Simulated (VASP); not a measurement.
Input of a VASP 6.6.1 run:

File POSCAR:

```
ZrN
1.0
    0.0000000000      2.1973922810      2.1973922810
    2.1973922810      0.0000000000      2.1973922810
    2.1973922810      2.1973922810      0.0000000000
Zr N
1 1
Direct
    0.0000000000      0.0000000000      0.0000000000
    0.5000000000      0.5000000000      0.5000000000
```

The input INCAR.step1:

```
  PREC = Accurate
  ENCUT = 660
  ISMEAR = -1
  SIGMA = 0.05
  LREAL = F
  LASPH = T
  NELM = 120
  NBANDS = 16
  GGA = PE
  ALGO = Normal
  EDIFF = 1E-5
  LWAVE = T
  LCHARG = F
  GGA_COMPAT = F
```

Contents of INCAR.step2:

```
  PREC = Accurate
  ENCUT = 660
  EDIFF = 1E-6
  ISMEAR = -1
  SIGMA = 0.05
  LREAL = F
  LASPH = T
  NELM = 120
  ALGO = Normal
  ISIF = 2
  LWAVE = F
  LCHARG = T
  METAGGA = R2SCAN
  LMIXTAU = T
  LELF = T
  LVHAR = T
  NBANDS = 16
  ISTART = 1
  GGA_COMPAT = F
```

KPOINTS

```
Automatic mesh
0
Gamma
  15 15 15
```

Potentials or basis: VASP PAW PBE potentials, release 64 (Zr_sv, N).

Run with:

```sh
$ cat potpaw_PBE.64/Zr_sv/POTCAR potpaw_PBE.64/N/POTCAR > POTCAR
$ cp INCAR.step1 INCAR
$ mpirun -np 1 vasp_std > vasp.out
$ cp INCAR.step2 INCAR
$ mpirun -np 1 vasp_std > vasp.out
```

Problem. What does it give for the band gap on the k mesh?

Solution. Zero (an odd number of electrons rules out a gap without spin polarisation).

Problem. What does it give for the pressure?

Solution. 44.6 GPa.

Caveat: the cell stands under pressure; the PAW data sets were made with another functional, which shifts forces and pressure a little.
